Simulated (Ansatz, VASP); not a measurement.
## Sn2TeSe in VASP and in Ansatz

Contents of POSCAR:

```
Sn2TeSe
1.0
    4.4243553657      0.0000000000      0.0000000000
    0.0000000000      4.4243553657      0.0000000000
    0.0000000000      0.0000000000      6.2878657608
Se Sn Te
1 2 1
Direct
    0.0000000000      0.0000000000      0.0000000000
    0.0000000000      0.0000000000      0.5000000000
    0.5000000000      0.5000000000      0.0000000000
    0.5000000000      0.5000000000      0.5000000000
```

INCAR.step1

```
PREC = Accurate
ENCUT = 520
ISMEAR = -1
SIGMA = 0.02
LREAL = F
LASPH = T
NELM = 60
NBANDS = 28
GGA = PE
ALGO = Normal
EDIFF = 1E-4
LWAVE = T
LCHARG = F
```

File INCAR.step2:

```
PREC = Accurate
ENCUT = 520
EDIFF = 1E-6
ISMEAR = -1
SIGMA = 0.02
LREAL = F
LASPH = T
NELM = 60
ALGO = Normal
ISIF = 2
LWAVE = F
LCHARG = T
METAGGA = R2SCAN
LMIXTAU = T
LELF = T
LVHAR = T
NBANDS = 28
ISTART = 1
```

Contents of KPOINTS:

```
regular mesh
0
Gamma
  6 6 4
```

Input for Ansatz:

```yaml
crystal:
  lattice:
    - [4.4243553657, 0.0, 0.0]
    - [0.0, 4.4243553657, 0.0]
    - [0.0, 0.0, 6.2878657608]
  atoms:
    - { symbol: Se, position: [0.0, 0.0, 0.0] }
    - { symbol: Sn, position: [0.0, 0.0, 0.5] }
    - { symbol: Te, position: [0.5, 0.5, 0.5] }
    - { symbol: Sn, position: [0.5, 0.5, 0.0] }
kpoints:
  mp_grid: { grid: [6, 6, 4] }
hamiltonian:
  xc: r2scan
scf:
  occupations: { method: fermi_dirac, width: 0.02 }
  n_extra_bands: 5
output:
  forces: true
  stress: true
  eigenvalues: true
```

Alike in both runs: task single point; functional r2SCAN; k mesh 6 × 6 × 4; occupations fermi-dirac, width 0.02 eV; no spin polarisation.

```csv
,VASP,Ansatz
version,VASP 6.6.1,Ansatz 0.2.0
potentials or method,"VASP PAW PBE potentials, release 64 (Se, Sn_d, Te)","plane waves, PAW"
plane-wave cutoff (eV),520,500
valence electrons in the cell,40,60
```

```csv
,VASP,Ansatz,Ansatz less VASP
pressure (GPa),-1.4,-1.3,+0.01
```

VASP's potentials were made for PBE, not for r2SCAN. VASP's potentials hold 40 valence electrons a cell and Ansatz's 60, so a difference there can come from the potentials and not from the codes.

Spin-orbit coupling is off throughout.
